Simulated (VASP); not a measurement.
# Mg (P6_3/mmc) in VASP: further runs, part 2 of 2

VASP 6.6.1. The steps go on from the part before.

## Step 3: Vibrations by perturbation theory, PBEsol (23.19 Å³/atom)

This run uses another cell than the first one, of 23.19 Å³/atom.

Contents of INCAR:

```
SYSTEM = Mg
ALGO = Normal
EDIFF = 1E-8
ENCUT = 520
GGA = PS
IBRION = 8
ISIF = 2
ISMEAR = -1
LASPH = .TRUE.
LCHARG = .TRUE.
LREAL = .FALSE.
LWAVE = .FALSE.
NBANDS = 9
NELM = 60
NSW = 1
PREC = Accurate
SIGMA = 0.1
```

Contents of KPOINTS:

```
k-points
0
G
  12 12 8
  0 0 0
```

Contents of POSCAR:

```
Mg
1.0
    3.2222601662      0.0000000000      0.0000000000
   -1.6111300831      2.7905591615      0.0000000000
    0.0000000000      0.0000000000      5.1581159072
Mg
2
Direct
    0.3333333333      0.6666666667      0.2500000000
    0.6666666667      0.3333333333      0.7500000000
```

Potentials or basis: VASP PAW PBE potentials, release 64 (Mg).

On the command line:

```sh
$ cat potpaw_PBE.64/Mg/POTCAR > POTCAR
$ mpirun -np 1 vasp_std > vasp.out
```

OUTCAR:

```text
SYSTEM = Mg
   EDIFF = 1E-8
   ENCUT = 520
   GGA = PS
   IBRION = 8
   ISIF = 2
   ISMEAR = -1
   LASPH = .TRUE.
   LREAL = .FALSE.
   NELM = 60
   NSW = 1
   PREC = Accurate

 ion  position               nearest neighbor table
   1  0.333  0.667  0.250-   2 3.18   2 3.18   2 3.18   2 3.18   2 3.18   2 3.18
   2  0.667  0.333  0.750-   1 3.18   1 3.18   1 3.18   1 3.18   1 3.18   1 3.18

  LATTYP: Found a hexagonal cell.
 ALAT       =     3.2222601662
 C/A-ratio  =     1.6007757416

  Lattice vectors:

 A1 = (   3.2222601662,   0.0000000000,   0.0000000000)
 A2 = (  -1.6111300831,   2.7905591615,   0.0000000000)
 A3 = (   0.0000000000,   0.0000000000,   5.1581159072)

Analysis of symmetry for initial positions (statically):
=====================================================================
 Subroutine PRICEL returns:
 Original cell was already a primitive cell.

 Routine SETGRP: Setting up the symmetry group for a
 hexagonal supercell.

 Subroutine GETGRP returns: Found 24 space group operations
 (whereof 12 operations were pure point group operations)
 out of a pool of 24 trial point group operations.

The static configuration has the point symmetry D_3d.
 The point group associated with its full space group is D_6h.

Analysis of symmetry for dynamics (positions and initial velocities):
=====================================================================
 Subroutine PRICEL returns:
 Original cell was already a primitive cell.

 Routine SETGRP: Setting up the symmetry group for a
 hexagonal supercell.
[... 478 lines left out ...]

  FREE ENERGIE OF THE ION-ELECTRON SYSTEM (eV)
  ---------------------------------------------------
  free  energy   TOTEN  =        -3.4549661760 eV

  energy  without entropy=       -3.4272157128  energy(sigma->0) =       -3.44109094

[... ionic steps 2 to 3 ...]

--------------------------------------- Ionic step        4  -------------------------------------------

------------------------ aborting loop because EDIFF is reached ----------------------------------------

[... ionic steps 5 to 5 ...]

--------------------------------------- Ionic step        6  -------------------------------------------

 Free energy of the ion-electron system (eV)
  ---------------------------------------------------
  ---------------------------------------------------
  free energy    TOTEN  =        -0.00387830 eV

  energy without entropy =       -0.00387830

------------------------ aborting loop because EDIFF is reached ----------------------------------------

 INTERNAL STRAIN TENSOR  FOR ION    1  DIRECTION 3   (eV/Angst):
 -----------------------------------------------------------------------------
     0.00265 -0.00000  0.00000
     0.00000  0.00265 -0.00000
     0.00000  0.00000 -0.00657

 INTERNAL STRAIN TENSOR FOR ION    2 for displacements in x,y,z  (eV/Angst):
          X           Y           Z          XY          YZ          ZX
  --------------------------------------------------------------------------------
  x     0.00000     0.00000     0.00000     0.84146     0.00000     0.00000
  y     0.84146    -0.84146     0.00000     0.00000     0.00000     0.00000
  z    -0.00000    -0.00000     0.00000     0.00000     0.00000    -0.00000

 SECOND DERIVATIVES (NOT SYMMETRIZED)
 ------------------------------------
               1X          1Y          1Z          2X          2Y          2Z
  1X    -0.716223    0.000000    0.000000    0.716223    0.000000    0.000000
  1Y     0.000000   -0.716223    0.000000    0.000000    0.716223    0.000000
  1Z    -0.000000    0.000000   -2.721116    0.000000    0.000000    2.721116
  2X     0.716223    0.000000    0.000000   -0.716223    0.000000    0.000000
  2Y     0.000000    0.716223    0.000000    0.000000   -0.716223    0.000000
  2Z     0.000000    0.000000    2.721116   -0.000000    0.000000   -2.721116

 Eigenvectors and eigenvalues of the dynamical matrix
 ----------------------------------------------------

   1 f  =    7.397610 THz    46.480556 2PiTHz  246.757718 cm-1    30.594044 meV
             X         Y         Z           dx          dy          dz
     -0.000000  1.860373  1.289529     0.000000    0.000000    0.707107
      1.611130  0.930186  3.868587    -0.000000    0.000000   -0.707107
[... 16 lines left out ...]
   5 f  =    0.000000 THz     0.000000 2PiTHz    0.000001 cm-1     0.000000 meV
             X         Y         Z           dx          dy          dz
     -0.000000  1.860373  1.289529    -0.263840    0.333493   -0.564952
      1.611130  0.930186  3.868587    -0.263840    0.333493   -0.564952

   6 f/i=    0.000000 THz     0.000000 2PiTHz    0.000001 cm-1     0.000000 meV
             X         Y         Z           dx          dy          dz
     -0.000000  1.860373  1.289529     0.624192    0.315031   -0.105543
      1.611130  0.930186  3.868587     0.624192    0.315031   -0.105543

--------------------------------------------------------------------------------------------------------

 ELASTIC MODULI CONTR FROM IONIC RELAXATION (kBar)
 Direction    XX          YY          ZZ          XY          YZ          ZX
 --------------------------------------------------------------------------------
 XX         -34.1497     34.1497     -0.0000      0.0000      0.0000      0.0000
 YY          34.1497    -34.1497      0.0000     -0.0000      0.0000     -0.0000
 ZZ          -0.0000      0.0000     -0.0000      0.0000      0.0000      0.0000
 XY           0.0000     -0.0000      0.0000    -34.1497      0.0000     -0.0000
 YZ           0.0000      0.0000      0.0000      0.0000      0.0000      0.0000
 ZX           0.0000     -0.0000      0.0000     -0.0000      0.0000     -0.0000
 --------------------------------------------------------------------------------
```

OSZICAR:

```text
N       E                     dE             d eps       ncg     rms          rms(c)
DAV:   1    -0.523849546833E+00   -0.52385E+00   -0.13253E+03  1710   0.319E+02
DAV:   2    -0.343063023777E+01   -0.29068E+01   -0.27753E+01  2311   0.280E+01
[... 32 lines left out ...]
RMM:   4    -0.387877919456E-02   -0.34553E-04    0.25628E-06  3763   0.588E-03    0.506E-03
RMM:   5    -0.387766852916E-02    0.11107E-05   -0.49125E-07  3797   0.330E-03    0.268E-04
RMM:   6    -0.387795964865E-02   -0.29112E-06    0.70200E-07  3897   0.238E-04    0.150E-04
RMM:   7    -0.387827467185E-02   -0.31502E-06    0.60671E-08  3931   0.885E-05    0.521E-06
RMM:   8    -0.387830691081E-02   -0.32239E-07   -0.12968E-08  4073   0.137E-05    0.193E-06
RMM:   9    -0.387830300571E-02    0.39051E-08    0.30633E-09  3880   0.717E-06    0.616E-07
 Linear response finished
```

Run time: 66 s. Hardware: 1 thread of Intel Xeon 6975P-C (Granite Rapids), shared host; peak memory 0.42 GiB.

Results:

```yaml
Highest_phonon_frequency_at_Γ: 247 cm⁻¹
```

Phonon frequencies in cm⁻¹ (negative: imaginary):
```
              q point        frequencies
(0.000, 0.000, 0.000)  0 0 0 127 127 247
```

Caveat: the cell stands under pressure or tension, which shifts response properties; the PAW data sets were made with another functional, which shifts forces and pressure a little.
